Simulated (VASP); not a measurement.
# CaAs2O5 (P-6m2) in VASP: further runs

CaAs2O5 is run at these levels: PBE; tasks: single point, relaxation of cell and atoms.

Everything below comes from runs of VASP 6.6.1. Logs are shortened: lines on timing, memory, paths and dates and some standing lists are left out, and cuts for length are marked.

### Step 1. The cell of the first run

The structure is hexagonal, space group P-6m2 (No. 187). Conventional cell: a = 5.971 Å, b = 5.971 Å, c = 3.593 Å, α = 90.00°, β = 90.00°, γ = 120.00°. Ca (site symmetry -6m2) has 18 O at 3.45 to 3.50 Å and 2 Ca at 3.59 Å and 12 As at 3.89 Å within 4.5 Å. As (site symmetry -6m2) has 5 O at 1.80 to 2.07 Å within 2.4 Å. Within 1.8 Å of As (site symmetry -6m2) lie 5 O at 1.37 to 1.80 Å. O (site symmetry -6m2) has 2 As at 1.80 Å within 2.4 Å. Within 1.8 Å of O (site symmetry mm2) lie 1 As at 1.37 Å. O (site symmetry -6m2) has 2 As at 1.80 Å and 6 O at 2.26 Å within 2.4 Å.

The cell was generated, and may not be a known phase.

### Step 2. Single point, PBE

Input file INCAR:

```
SYSTEM = CaAs2O5
ALGO     = Normal         ! electronic algorithm
EDIFF    = 1E-6           ! SCF threshold, eV
ENCUT    = 520            ! plane-wave cutoff, eV
GGA      = PE             ! functional
ISIF     = 2              ! what is computed and relaxed
ISMEAR   = 0              ! smearing method
LASPH    = .True.         ! aspherical terms in the spheres
LCHARG   = .True.         ! write CHGCAR
LELF     = .True.         ! ELF
LREAL    = .False.        ! projectors in reciprocal space
LVHAR    = .True.       
LWAVE    = .False.        ! write WAVECAR
NBANDS   = 35             ! bands
NELM     = 80             ! most SCF steps
PREC     = Accurate       ! precision mode
SIGMA    = 0.1            ! smearing width, eV
```

Input file KPOINTS:

```
k-points
0
Gamma
  3 3 6
  0 0 0
```

Input file POSCAR:

```
CaAs2O5
1.0
    5.9708696100      0.0000000000      0.0000000000
   -2.9854348100      5.1709247700      0.0000000000
    0.0000000000      0.0000000000      3.5931810500
Ca As O
1 2 5
Direct
    0.0000000000      0.0000000000      0.0000000000
    0.3333333300      0.6666666700      0.5000000000
    0.6666666700      0.3333333300      0.5000000000
    0.3333333300      0.6666666700      0.0000000000
    0.9323138500      0.4661569200      0.5000000000
    0.5338430800      0.4661569200      0.5000000000
    0.5338430800      0.0676861500      0.5000000000
    0.6666666700      0.3333333300      0.0000000000
```

Potentials or basis: VASP PAW PBE potentials, release 64 (Ca_sv, As, O).

Run with:

```sh
> cat potpaw_PBE.64/Ca_sv/POTCAR potpaw_PBE.64/As/POTCAR potpaw_PBE.64/O/POTCAR > POTCAR
> mpirun -np 1 vasp_std > vasp.out
```

OUTCAR:

```text
SYSTEM = CaAs2O5
   EDIFF = 1E-6
   ENCUT = 520
   GGA = PE
   ISIF = 2
   ISMEAR = 0
   LASPH = .True.
   LREAL = .False.
   NELM = 80
   PREC = Accurate

 ion  position               nearest neighbor table
   1  0.000  0.000  0.000-
   2  0.333  0.667  0.500-   4 1.80   4 1.80   5 2.07   7 2.07   6 2.07
   3  0.667  0.333  0.500-   5 1.37   6 1.37   7 1.37   8 1.80   8 1.80
   4  0.333  0.667  0.000-   2 1.80   2 1.80
   5  0.932  0.466  0.500-   3 1.37   2 2.07
   6  0.534  0.466  0.500-   3 1.37   2 2.07
   7  0.534  0.068  0.500-   3 1.37   2 2.07
   8  0.667  0.333  0.000-   3 1.80   3 1.80

  LATTYP: Found a hexagonal cell.
 ALAT       =     5.9708696100
 C/A-ratio  =     0.6017852147

  Lattice vectors:

 A1 = (   5.9708696100,   0.0000000000,   0.0000000000)
 A2 = (  -2.9854348100,   5.1709247700,   0.0000000000)
 A3 = (   0.0000000000,   0.0000000000,   3.5931810500)

Analysis of symmetry for initial positions (statically):
=====================================================================
 Subroutine PRICEL returns:
 Original cell was already a primitive cell.

 Routine SETGRP: Setting up the symmetry group for a
 hexagonal supercell.

 Subroutine GETGRP returns: Found 12 space group operations
 (whereof 12 operations were pure point group operations)
 out of a pool of 24 trial point group operations.

The static configuration has the point symmetry D_3h.

Analysis of symmetry for dynamics (positions and initial velocities):
=====================================================================
 Subroutine PRICEL returns:
 Original cell was already a primitive cell.

 Routine SETGRP: Setting up the symmetry group for a
 hexagonal supercell.

 Subroutine GETGRP returns: Found 12 space group operations
 (whereof 12 operations were pure point group operations)
 out of a pool of 24 trial point group operations.

The dynamic configuration has the point symmetry D_3h.

 Subroutine INISYM returns: Found 12 space group operations
 (whereof 12 operations are pure point group operations),
 and found     1 'primitive' translations

----------------------------------------------------------------------------------------

                                     Primitive cell

  volume of cell :     110.9392

  direct lattice vectors                    reciprocal lattice vectors
     5.970869610  0.000000000  0.000000000     0.167479792  0.096694503  0.000000000
[... 90 lines left out ...]
   NFREE  =      0    steps in history (QN), initial steepest desc. (CG)
   ISIF   =      2    stress and relaxation
   ISYM   =      2    0-nonsym 1-usesym 2-fastsym
   POTIM  = 0.5000    time-step for ionic-motion
   TEBEG  =    0.0;   TEEND  =   0.0 temperature during run
   PSTRESS=    0.0 pullay stress
   NELECT =      50.0000    total number of electrons
   NUPDOWN=      -1.0000    fix difference up-down
   EMIN   =  10.00;   EMAX   =-10.00  energy-range for DOS
   EFERMI =   0.00;   METHOD = LEGACY
   ISMEAR =     0;   SIGMA  =   0.10  broadening in eV -4-tet -1-fermi 0-gaus
   EFERMI_NEDOS =   21; number of points for ismear=-14 and -15
   IALGO  =     38    algorithm
   IMIX   =      4    mixing-type and parameters
     AMIX     =   0.40;   BMIX     =  1.00
     AMIX_MAG =   1.60;   BMIX_MAG =  1.00
  volume/ion in A,a.u.               =      13.87        93.58
  Fermi-wavevector in a.u.,A,eV,Ry     =   1.255172  2.371931 21.435386  1.575456
  Thomas-Fermi vector in A             =   2.388941
   LORBIT       =      0    0 simple, 1 ext, 2 COOP (PROOUT), +10 PAW based schemes
   GGA     = PE    functional components
   LHFCALC =     F    Hartree Fock is set to
   AEXX    =    0.0000 exact exchange contribution
   IVDW    =     0    specifies the selected vdW correction
   LEPSILON=     F    determine dielectric tensor
   LRPA    =     F    only Hartree local field effects (RPA)
 non-spin polarized calculation
 Gauss-broadening in eV      SIGMA  =   0.10
  energy-cutoff  :      520.00
  volume of cell :      110.94
 maximum number of plane-waves:      3026
 NGX is ok and might be reduce to    48
   NGX = 23   NGY = 23   NGZ = 13

 number of electron      50.0000021 magnetization

 Free energy of the ion-electron system (eV)
  ---------------------------------------------------
  ext. energy  EPLUGINS =         0.00000000
  ---------------------------------------------------
  free energy    TOTEN  =       -28.91814576 eV

  energy without entropy =      -28.88534951  energy(sigma->0) =      -28.90174763

 E-fermi :   4.4152     XC(G=0):  -9.6151

 val. band max:        4.4082561440   @ k =   0.3333   0.0000   0.1667
 cond. band min:       4.4781105838   @ k =   0.3333   0.3333   0.3333
 fundamental gap:      0.0698544398
 Fermi energy:         4.4151804757

 k-point     1 :       0.0000    0.0000    0.0000
  band No.  band energies     occupation
      1     -38.5595      2.00000
      2     -20.1211      2.00000
      3     -19.5235      2.00000
      4     -19.5235      2.00000
      5     -19.4179      2.00000
      6     -16.3338      2.00000
[... 445 lines left out ...]
     34       9.3402      0.00000
     35       9.7692      0.00000

------------------------ aborting loop because EDIFF is reached ----------------------------------------

  FORCE on cell =-STRESS in cart. coord.  units (eV):
  Direction    XX          YY          ZZ          XY          YZ          ZX
  --------------------------------------------------------------------------------------
  -------------------------------------------------------------------------------------
  Total       64.6029081     64.6029082     28.7961208     -0.0000001     -0.0000000      0.0000000
  in kB      932.9916205    932.9916223    415.8719815     -0.0000009     -0.0000000      0.0000000
  external PRESSURE =     760.6184081 kB  Pullay stress =       0.0000000 kB

 VOLUME and BASIS-vectors are now :
 -----------------------------------------------------------------------------
  energy-cutoff  :      520.00
  volume of cell :      110.94
      direct lattice vectors                 reciprocal lattice vectors
     5.970869610  0.000000000  0.000000000     0.167479792  0.096694503  0.000000000
    -2.985434810  5.170924770  0.000000000     0.000000000  0.193389006  0.000000000
     0.000000000  0.000000000  3.593181050     0.000000000  0.000000000  0.278304930

 POSITION                                       TOTAL-FORCE (eV/Angst)
 -----------------------------------------------------------------------------------
      0.00000      0.00000      0.00000         0.000000     -0.000000      0.000000
     -0.00000      3.44728      1.79659         0.000000     -0.000000      0.000000
      2.98543      1.72364      1.79659         0.000000     -0.000000      0.000000
     -0.00000      3.44728      0.00000         0.000000     -0.000000      0.000000
      4.17504      2.41046      1.79659        28.822683     16.640784      0.000000
      1.79583      2.41046      1.79659       -28.822683     16.640784      0.000000
      2.98543      0.35000      1.79659         0.000000    -33.281568     -0.000000
      2.98543      1.72364      0.00000         0.000000     -0.000000      0.000000
 -----------------------------------------------------------------------------------
    total drift:                               -0.000115      0.000067     -0.000000

  FREE ENERGIE OF THE ION-ELECTRON SYSTEM (eV)
  ---------------------------------------------------
  free  energy   TOTEN  =       -28.9181457608 eV

  energy  without entropy=      -28.8853495082  energy(sigma->0) =      -28.90174763
```

Wall time 2 min (1 thread of Oxide Virtual Turin-like, shared host); peak memory 0.22 GiB.

Results:

- Free energy: -28.9181 eV
- Pressure: 76.1 GPa
- Largest force: 33.282 eV/Å
- Band gap on the k mesh: zero (bands 25 and 26 overlap by 2.15 eV)

Forces on the atoms (eV/Å):
```
Ca    0.000   0.000   0.000
As    0.000   0.000   0.000
As    0.000   0.000   0.000
O     0.000   0.000   0.000
O    28.823  16.641   0.000
O   -28.823  16.641   0.000
O     0.000 -33.282   0.000
O     0.000   0.000   0.000
```

Caveat: the k points lie up to 0.41 Å⁻¹ apart, too coarse for converged energies and pressures of a metal; forces of over 1 eV/Å act on the atoms, so gaps and moduli don't describe the material at rest.

### Step 3. Relaxation of cell and atoms, PBE

Input file INCAR:

```
SYSTEM = CaAs2O5
ALGO     = Normal         ! electronic algorithm
EDIFF    = 1E-6           ! SCF threshold, eV
EDIFFG   = -0.04          ! ionic threshold
ENCUT    = 600            ! plane-wave cutoff, eV
GGA      = PE             ! functional
IBRION   = 2              ! ionic algorithm
ISIF     = 3              ! what is computed and relaxed
ISMEAR   = 0              ! smearing method
LASPH    = .True.         ! aspherical terms in the spheres
LCHARG   = .False.        ! write CHGCAR
LREAL    = .False.        ! projectors in reciprocal space
LWAVE    = .False.        ! write WAVECAR
NELM     = 80             ! most SCF steps
NSW      = 90             ! ionic steps
PREC     = Accurate       ! precision mode
SIGMA    = 0.1            ! smearing width, eV
```

KPOINTS is that of step 2.

POSCAR is that of step 2.

Potentials or basis: VASP PAW PBE potentials, release 64 (Ca_sv, As, O).

Run with:

```sh
> cat potpaw_PBE.64/Ca_sv/POTCAR potpaw_PBE.64/As/POTCAR potpaw_PBE.64/O/POTCAR > POTCAR
> mpirun -np 1 vasp_std > vasp.out
```

It took 13 min on 1 thread of Oxide Virtual Turin-like, shared host; peak memory 0.26 GiB.

It converged, with:

* Free energy: -42.5496 eV
* Relaxed volume: 16.37 Å³/atom
* Relaxed cell: a = 6.343 Å, b = 6.343 Å, c = 3.759 Å, α = 90.00°, β = 90.00°, γ = 120.00°
* Space group after relaxing (to 0.1 Å): P6/mmm (No. 191)
* Pressure after relaxing: -0.1 GPa
* Band gap on the k mesh: zero (bands 25 and 26 overlap by 2.26 eV)

Forces in eV/Å, atoms in the order of the input:
```
Ca   0.000  0.000  0.000
As   0.000  0.000  0.000
As   0.000  0.000  0.000
O    0.000  0.000  0.000
O    0.002  0.001  0.000
O   -0.002  0.001  0.000
O    0.000 -0.002  0.000
O    0.000  0.000  0.000
```

Stress tensor (GPa, compression positive):
```
-0.04  0.00  0.00
 0.00 -0.04  0.00
 0.00  0.00 -0.19
```

Final structure:
```
Ca As O
1.0
     6.34280    0.00000    0.00000
    -3.17140    5.49302    0.00000
     0.00000    0.00000    3.75873
Ca As O
1 2 5
Direct
  0.00000 0.00000 0.00000
  0.33333 0.66667 0.50000
  0.66667 0.33333 0.50000
  0.33333 0.66667 0.00000
  0.00764 0.50382 0.50000
  0.49618 0.50382 0.50000
  0.49618 0.99236 0.50000
  0.66667 0.33333 0.00000
```

Levels at points of the mesh, in eV from the Fermi level:
| k point | band 23 | band 24 | band 25 | band 26 | band 27 | band 28 |
| --- | --- | --- | --- | --- | --- | --- |
| (0.00, 0.00, 0.00) | -2.25 | -2.01 | -2.01 | -0.99 | 1.68 | 2.13 |
| (0.00, 0.00, 0.50) | -1.19 | -1.19 | 0.95 | 1.73 | 1.73 | 1.97 |

Caveat: the k points lie up to 0.38 Å⁻¹ apart in the final cell, too coarse for converged energies and pressures of a metal; the volume moved by over 15 % at a fixed basis, so the end points are rough.

The gap in the log of VASP goes by the Fermi energy; the results here count the filled bands.